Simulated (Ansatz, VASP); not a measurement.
ScZn: VASP beside Ansatz

```
Sc Zn
1.0
     3.41570    0.00000    0.00000
     0.00000    3.41570    0.00000
     0.00000    0.00000    3.41570
Sc Zn
1 1
Direct
  0.00000 0.00000 0.00000
  0.50000 0.50000 0.50000
```

Change from the starting cell: volume scaled by 1.06, crystal datasets.

Alike in both runs: task electric field gradients; functional PBEsol; k mesh 10 × 10 × 10; occupations fermi-dirac, width 0.03 eV; no spin polarisation.

|  | VASP | Ansatz |
| --- | --- | --- |
| version | VASP 6.6.1 | Ansatz 0.2.0 |
| potentials or method | VASP PAW PBE potentials, release 64 (Sc_sv, Zn), cutoff 520 eV | all-electron PAW with datasets made for the crystal, scalar-relativistic |

Ansatz gave:

- pressure (GPa): -6.9

Problem. Estimate VASP's values.

Solution. Pressure (GPa): -6.7.

VASP's potentials were made for PBE, not for PBEsol. Ansatz ran all-electron here, and VASP with PAW potentials.
